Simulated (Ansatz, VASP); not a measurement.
## Sr in VASP and in Ansatz

```
CELL_PARAMETERS angstrom
4.31000 0.00000 0.00000
-2.15500 3.73257 0.00000
0.00000 0.00000 6.94425
ATOMIC_POSITIONS crystal
Sr 0.33333 0.66667 0.25000
Sr 0.66667 0.33333 0.75000
```

Change from the starting cell: strain +0.000 along x and y, -0.015 along z, atoms carried along.

Alike in both runs: task single point; functional PBEsol; k mesh 15 × 15 × 8; occupations gaussian, width 0.15 eV; no spin polarisation.

|  | VASP | Ansatz |
| --- | --- | --- |
| version | VASP 6.6.1 | Ansatz 0.2.0 |
| potentials or method | VASP PAW PBE potentials, release 64 (Sr_sv), cutoff 520 eV | scalar-relativistic, plane waves, PAW |
| valence electrons in the cell | 20 | 20 |

|  | VASP | Ansatz | Ansatz less VASP |
| --- | --- | --- | --- |
| gap on the k mesh at the Fermi level (eV) | none | none | - |
| pressure (GPa) | -0.7 | -0.7 | -0.01 |
| traceless stress, the component that is largest in VASP (GPa) | 0.23 | 0.23 | 0.000 |

VASP's potentials were made for PBE, not for PBEsol. A gap of «none» marks a metal or a gap that the smearing closes.
